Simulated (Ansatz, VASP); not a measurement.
One calculation of FeSi, two programs

```
Fe Si
1.0
     4.44866    0.00000    0.00000
     0.00000    4.44866    0.00000
     0.00000    0.00000    4.44866
Fe Si
4 4
Direct
  0.13549 0.13549 0.13549
  0.36451 0.86451 0.63549
  0.63549 0.36451 0.86451
  0.86451 0.63549 0.36451
  0.84093 0.84093 0.84093
  0.65907 0.15907 0.34093
  0.34093 0.65907 0.15907
  0.15907 0.34093 0.65907
```

Alike in both runs: functional PBE; k mesh 4 × 4 × 4; occupations gaussian, width 0.1 eV; no spin polarisation.

Ansatz relaxed the structure, and its values are those at the end. VASP's run is a single point on that final structure, the one shown.

|  | VASP | Ansatz |
| --- | --- | --- |
| version | VASP 6.6.1 | Ansatz 0.2.0 |
| potentials or method | VASP PAW PBE potentials, release 64 (Fe, Si), cutoff 520 eV | scalar-relativistic, plane waves, PAW |
| valence electrons in the cell | 48 | 80 |

```tsv
	VASP	Ansatz	Ansatz less VASP
gap on the k mesh at the Fermi level (eV)	0.17	0.18	+0.007
least direct gap on the mesh (eV)	0.20	0.21	+0.010
pressure (GPa)	0.2	0.0	-0.19
rms of the force components (eV/Å)	0.038	0.025	-0.0137
```

With one functional, cell and mesh, what is left measures potentials, basis and numerics. VASP's potentials hold 48 valence electrons a cell and Ansatz's 80, so a difference there can come from the potentials and not from the codes.
